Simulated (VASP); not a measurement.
# FeO (Fm-3m) in VASP: settings compared, part 2 of 2

VASP 6.6.1. The steps go on from the part before.

## Step 5: Single point, PBE, collinear spin, ferromagnetic start

This run uses another cell than the first one, of 9.81 Å³/atom, 0.980 times its volume.

INCAR

```
PREC = Accurate
ENCUT = 600
EDIFF = 1E-6
ISMEAR = -1
SIGMA = 0.05
LREAL = False
LASPH = True
NELM = 200
ALGO = Normal
ISIF = 2
LWAVE = False
LCHARG = True
ISPIN = 2
MAGMOM = 3 0
LORBIT = 11
LMAXMIX = 4
GGA = PE
LELF = True
LVHAR = True
NBANDS = 18
GGA_COMPAT = False
```

KPOINTS

```
regular mesh
0
Gamma
  11 11 11
```

POSCAR

```
FeO
1.0
    0.0000000000      2.1409339512      2.1409339512
    2.1409339512      0.0000000000      2.1409339512
    2.1409339512      2.1409339512      0.0000000000
Fe O
1 1
Direct
    0.0000000000      0.0000000000      0.0000000000
    0.5000000000      0.5000000000      0.5000000000
```

Potentials or basis: VASP PAW PBE potentials, release 64 (Fe, O).

Run with:

```
cat potpaw_PBE.64/Fe/POTCAR potpaw_PBE.64/O/POTCAR > POTCAR
mpirun -np 1 vasp_std > vasp.out
```

OUTCAR:

```text
PREC = Accurate
   ENCUT = 600
   EDIFF = 1E-6
   ISMEAR = -1
   LREAL = False
   LASPH = True
   NELM = 200
   ISIF = 2
   ISPIN = 2
   LORBIT = 11
   GGA = PE

 ion  position               nearest neighbor table
   1  0.000  0.000  0.000-   2 2.14   2 2.14   2 2.14   2 2.14   2 2.14   2 2.14
   2  0.500  0.500  0.500-   1 2.14   1 2.14   1 2.14   1 2.14   1 2.14   1 2.14

  LATTYP: Found a face centered cubic cell.
 ALAT       =     4.2818679024

  Lattice vectors:

 A1 = (   0.0000000000,   2.1409339512,   2.1409339512)
 A2 = (   2.1409339512,   0.0000000000,   2.1409339512)
 A3 = (   2.1409339512,   2.1409339512,   0.0000000000)

Analysis of symmetry for initial positions (statically):
=====================================================================
 Subroutine PRICEL returns:
 Original cell was already a primitive cell.

 Routine SETGRP: Setting up the symmetry group for a
 face centered cubic supercell.

 Subroutine GETGRP returns: Found 48 space group operations
 (whereof 48 operations were pure point group operations)
 out of a pool of 48 trial point group operations.

The static configuration has the point symmetry O_h .

Analysis of symmetry for dynamics (positions and initial velocities):
=====================================================================
 Subroutine PRICEL returns:
 Original cell was already a primitive cell.

 Routine SETGRP: Setting up the symmetry group for a
 face centered cubic supercell.

 Subroutine GETGRP returns: Found 48 space group operations
 (whereof 48 operations were pure point group operations)
 out of a pool of 48 trial point group operations.

The dynamic configuration has the point symmetry O_h .

Analysis of structural, dynamic, and magnetic symmetry:
=====================================================================
 Subroutine PRICEL returns:
 Original cell was already a primitive cell.

 Routine SETGRP: Setting up the symmetry group for a
 face centered cubic supercell.

 Subroutine GETGRP returns: Found 48 space group operations
 (whereof 48 operations were pure point group operations)
 out of a pool of 48 trial point group operations.

The overall configuration has the point symmetry O_h .

 Subroutine INISYM returns: Found 48 space group operations
 (whereof 48 operations are pure point group operations),
 and found     1 'primitive' translations

----------------------------------------------------------------------------------------

                                     Primitive cell

  volume of cell :      19.6264

  direct lattice vectors                    reciprocal lattice vectors
     0.000000000  2.140933951  2.140933951    -0.233542936  0.233542936  0.233542936
     2.140933951  0.000000000  2.140933951     0.233542936 -0.233542936  0.233542936
     2.140933951  2.140933951  0.000000000     0.233542936  0.233542936 -0.233542936

  length of vectors
     3.027737830  3.027737830  3.027737830     0.404508230  0.404508230  0.404508230

  position of ions in fractional coordinates (direct lattice)
     0.000000000  0.000000000  0.000000000
     0.500000000  0.500000000  0.500000000

  ion indices of the primitive-cell ions
   primitive index   ion index
[... 64 lines left out ...]
 SYSTEM =  unknown system
   PREC   = accura    normal or accurate (medium, high low for compatibility)
   ISTART =      0    job   : 0-new  1-cont  2-samecut
   ICHARG =      2    charge: 1-file 2-atom 10-const
   ISPIN  =      2    spin polarized calculation?
   LNONCOLLINEAR =      F non collinear calculations
   LSORBIT =      F    spin-orbit coupling
   LASPH  =      T    aspherical Exc in radial PAW
   ENCUT  =  600.0 eV  44.10 Ry    6.64 a.u.   6.05  6.05  6.05*2*pi/ulx,y,z
   NELM   =    200;   NELMIN=  2; NELMDL= -5     # of ELM steps
   EDIFF  = 0.1E-05   stopping-criterion for ELM
   LREAL  =      F    real-space projection
   EDIFFG = 0.1E-04   stopping-criterion for IOM
   NSW    =      0    number of steps for IOM
   IBRION =     -1    ionic relax: 0-MD 1-quasi-New 2-CG
   NFREE  =      0    steps in history (QN), initial steepest desc. (CG)
   ISIF   =      2    stress and relaxation
   ISYM   =      2    0-nonsym 1-usesym 2-fastsym
   POTIM  = 0.5000    time-step for ionic-motion
   TEBEG  =    0.0;   TEEND  =   0.0 temperature during run
   PSTRESS=    0.0 pullay stress
   NELECT =      14.0000    total number of electrons
   NUPDOWN=      -1.0000    fix difference up-down
   EMIN   =  10.00;   EMAX   =-10.00  energy-range for DOS
   EFERMI =   0.00;   METHOD = LEGACY
   ISMEAR =    -1;   SIGMA  =   0.05  broadening in eV -4-tet -1-fermi 0-gaus
   EFERMI_NEDOS =   21; number of points for ismear=-14 and -15
   IALGO  =     38    algorithm
   IMIX   =      4    mixing-type and parameters
     AMIX     =   0.40;   BMIX     =  1.00
     AMIX_MAG =   1.60;   BMIX_MAG =  1.00
  volume/ion in A,a.u.               =       9.81        66.22
  Fermi-wavevector in a.u.,A,eV,Ry     =   1.462753  2.764202 29.111644  2.139645
  Thomas-Fermi vector in A             =   2.578929
   LORBIT       =     11    0 simple, 1 ext, 2 COOP (PROOUT), +10 PAW based schemes
   GGA     = PE    functional components
   LHFCALC =     F    Hartree Fock is set to
   AEXX    =    0.0000 exact exchange contribution
   IVDW    =     0    specifies the selected vdW correction
   LEPSILON=     F    determine dielectric tensor
   LRPA    =     F    only Hartree local field effects (RPA)
 spin polarized calculation
  energy-cutoff  :      600.00
  volume of cell :       19.63
 maximum number of plane-waves:       667
   NGX = 13   NGY = 13   NGZ = 13

 number of electron      13.9999997 magnetization       3.9995426

 Free energy of the ion-electron system (eV)
  ---------------------------------------------------
  ext. energy  EPLUGINS =         0.00000000
  ---------------------------------------------------
  free energy    TOTEN  =       -14.93283226 eV

  energy without entropy =      -14.92130303  energy(sigma->0) =      -14.92706765

 E-fermi :   6.4198     XC(G=0): -12.2755

 val. band max:        6.4152686439   @ k =  -0.2727   0.3636   0.0909
 cond. band min:       6.4208439498   @ k =  -0.3636   0.2727   0.0909
 fundamental gap:      0.0055753058
 Fermi energy:         6.4198337423

 spin component 1

 k-point     1 :       0.0000    0.0000    0.0000
  band No.  band energies     occupation
      1     -14.4672      1.00000
      2       2.5284      1.00000
      3       2.5284      1.00000
      4       2.5284      1.00000
      5       2.5528      1.00000
      6       2.5528      1.00000
[... 493 lines left out ...]
     17      33.2770      0.00000
     18      35.0238      0.00000

 [... further k-points ...]

 spin component 2

 k-point     1 :       0.0000    0.0000    0.0000
  band No.  band energies     occupation
      1     -13.9273      1.00000
      2       3.1202      1.00000
      3       3.1202      1.00000
      4       3.1202      1.00000
      5       5.6606      1.00000
      6       5.6608      1.00000
[... 493 lines left out ...]
     17      34.0688      0.00000
     18      35.7939      0.00000

 [... further k-points ...]

------------------------ aborting loop because EDIFF is reached ----------------------------------------

  FORCE on cell =-STRESS in cart. coord.  units (eV):
  Direction    XX          YY          ZZ          XY          YZ          ZX
  --------------------------------------------------------------------------------------
  -------------------------------------------------------------------------------------
  Total        0.4400681      0.4400681      0.4400681      0.0000000      0.0000000      0.0000000
  in kB       35.9244953     35.9244953     35.9244953      0.0000000      0.0000000      0.0000000
  external PRESSURE =      35.9244953 kB  Pullay stress =       0.0000000 kB

 VOLUME and BASIS-vectors are now :
 -----------------------------------------------------------------------------
  energy-cutoff  :      600.00
  volume of cell :       19.63
      direct lattice vectors                 reciprocal lattice vectors
     0.000000000  2.140933951  2.140933951    -0.233542936  0.233542936  0.233542936
     2.140933951  0.000000000  2.140933951     0.233542936 -0.233542936  0.233542936
     2.140933951  2.140933951  0.000000000     0.233542936  0.233542936 -0.233542936

 POSITION                                       TOTAL-FORCE (eV/Angst)
 -----------------------------------------------------------------------------------
      0.00000      0.00000      0.00000        -0.000000     -0.000000     -0.000000
      2.14093      2.14093      2.14093         0.000000      0.000000      0.000000
 -----------------------------------------------------------------------------------
    total drift:                                0.000000     -0.000000      0.000000

  FREE ENERGIE OF THE ION-ELECTRON SYSTEM (eV)
  ---------------------------------------------------
  free  energy   TOTEN  =       -14.9328322641 eV

  energy  without entropy=      -14.9213030332  energy(sigma->0) =      -14.92706765

 total charge

# of ion       s       p       d       tot
------------------------------------------
    1        0.293   0.372   6.101   6.766
    2        1.553   3.450   0.000   5.003
--------------------------------------------------
tot          1.846   3.822   6.101  11.769

 magnetization (x)

# of ion       s       p       d       tot
------------------------------------------
    1        0.027   0.022   3.567   3.615
    2        0.031   0.275   0.000   0.306
--------------------------------------------------
tot          0.058   0.296   3.567   3.921
```

OSZICAR:

```text
N       E                     dE             d eps       ncg     rms          rms(c)
DAV:   1     0.777792891872E+02    0.77779E+02   -0.72524E+03  4288   0.101E+03
DAV:   2    -0.121504170031E+02   -0.89930E+02   -0.76356E+02  4190   0.221E+02
DAV:   3    -0.172838353545E+02   -0.51334E+01   -0.49845E+01  4648   0.562E+01
DAV:   4    -0.173212687423E+02   -0.37433E-01   -0.37413E-01  4922   0.459E+00
DAV:   5    -0.173215310002E+02   -0.26226E-03   -0.26225E-03  4828   0.397E-01    0.176E+01
DAV:   6    -0.155499135325E+02    0.17716E+01   -0.14406E+01  5384   0.555E+01    0.197E+01
DAV:   7    -0.149656252972E+02    0.58429E+00   -0.27856E+00  5192   0.325E+01    0.965E+00
DAV:   8    -0.149514512834E+02    0.14174E-01   -0.15356E-01  4974   0.415E+00    0.544E+00
DAV:   9    -0.149347565454E+02    0.16695E-01   -0.65643E-02  6406   0.398E+00    0.109E+00
DAV:  10    -0.149324021804E+02    0.23544E-02   -0.18242E-02  5458   0.278E+00    0.193E-01
DAV:  11    -0.149328006494E+02   -0.39847E-03   -0.22887E-03  5032   0.421E-01    0.623E-02
DAV:  12    -0.149328151702E+02   -0.14521E-04   -0.31282E-05  4900   0.519E-02    0.419E-02
DAV:  13    -0.149328301849E+02   -0.15015E-04   -0.17734E-05  5370   0.503E-02    0.142E-02
DAV:  14    -0.149328324153E+02   -0.22305E-05   -0.26974E-06  4452   0.139E-02    0.637E-03
DAV:  15    -0.149328322641E+02    0.15120E-06   -0.22831E-07  2330   0.569E-03
   1 F= -.14932832E+02 E0= -.14927068E+02  d E =-.115292E-01  mag=     3.9998
```

stdout:

```text
POSCAR found type information on POSCAR FeO
 POSCAR found :  2 types and       2 ions
 scaLAPACK will be used
 LDA part: xc-table for (Slater+PW92), standard interpolation
 POSCAR, INCAR and KPOINTS ok, starting setup
 FFT: planning ... GRIDC
 FFT: planning ... GRID_SOFT
 FFT: planning ... GRID
 WAVECAR not read
 entering main loop
```

Run time: 23 s. Hardware: 1 thread of Intel Xeon 6975P-C, shared host; peak memory 0.17 GiB.

What came out:

```
Free energy                                           : -14.9328 eV
Pressure                                              : 3.6 GPa
Band gap on the k mesh                                : zero (filled and empty bands overlap)
Net moment                                            : 4.00 μB per cell
Site moments                                          : Fe +3.62; O +0.31 μB
Valence electrons inside the program's atomic spheres : Fe 6.77; O 5.00
```

Levels at points of the mesh, in eV from the Fermi level:
Spin up:
```
           k point  band 5  band 6  band 7  band 8  band 9  band 10  band 11  band 12  band 13  band 14
(0.00, 0.00, 0.00)   -3.87   -3.87   -3.87   -3.68   -3.68     0.21    15.54    17.21    17.21    17.21
```
Spin down:
```
           k point  band 3  band 4  band 5  band 6  band 7  band 8
(0.00, 0.00, 0.00)   -3.30   -3.30   -0.76   -0.76   -0.76    0.19
```

Caveat: a cell with one magnetic atom can't hold antiferromagnetic order, which such compounds often take; semilocal functionals often make such compounds metallic where correlation or magnetic order opens a gap, which also shifts bond lengths. With open d or f shells a metallic result of PBE can be an artefact of self-interaction; +U or a hybrid may open a gap.

## Step 6: Summary

```csv
level,cell,k mesh,gap on the mesh (eV),pressure (GPa),moment (μB)
revPBE,"a = 3.048 Å, angles 60.0°, 2 atoms",6 × 6 × 6,none,3.8,4.00
BLYP,"a = 3.048 Å, angles 60.0°, 2 atoms",6 × 6 × 6,none,7.0,4.00
PBE,"a = 3.007 Å, angles 60.0°, 2 atoms",11 × 11 × 11,none,8.0,4.00
PBE,"a = 3.028 Å, angles 60.0°, 2 atoms",11 × 11 × 11,none,3.6,4.00
```

Alike in all rows: task single point; potentials or basis VASP PAW PBE potentials, release 64 (Fe, O); spin collinear, ferromagnetic start; cutoff (eV) 600; smearing fermi-dirac 0.05 eV.

Caveats: some runs use coarse meshes; a cell with one magnetic atom can't hold antiferromagnetic order, which such compounds often take; semilocal functionals often make such compounds metallic where correlation or magnetic order opens a gap, which also shifts bond lengths; the PAW data sets were made with another functional, which shifts forces and pressure a little (some runs).

Total energies depend on the potentials used, so only differences within one code and one set of settings carry meaning.
